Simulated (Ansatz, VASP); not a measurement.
CaO in VASP and in Ansatz

```xyz
2
Lattice="0.0000 2.4150 2.4150 2.4150 0.0000 2.4150 2.4150 2.4150 0.0000" Properties=species:S:1:pos:R:3 pbc="T T T"
Ca    0.0346    0.0346    0.0346
O     2.4150    2.4150    2.4150
```

Alike in both runs: task single point; functional PBE0; k mesh 4 × 4 × 4; occupations fermi-dirac, width 0.05 eV; no spin polarisation.

```csv
,VASP,Ansatz
version,VASP 6.6.1,Ansatz 0.2.0 development build
potentials or method,"VASP PAW PBE potentials, release 64 (Ca_sv, O), cutoff 520 eV","plane waves, all-electron PAW datasets generated for the crystal"
```

|  | VASP | Ansatz | Ansatz less VASP |
| --- | --- | --- | --- |
| gap on the k mesh at the Fermi level (eV) | 6.10 | 6.12 | +0.016 |
| rms of the force components (eV/Å) | 0.106 | 0.100 | -0.0055 |

Atom by atom the forces differ by 0.005 eV/Å (rms over components). Ansatz ran all-electron here, and VASP with PAW potentials.

The k mesh is coarse, so the values compare programs but aren't converged.
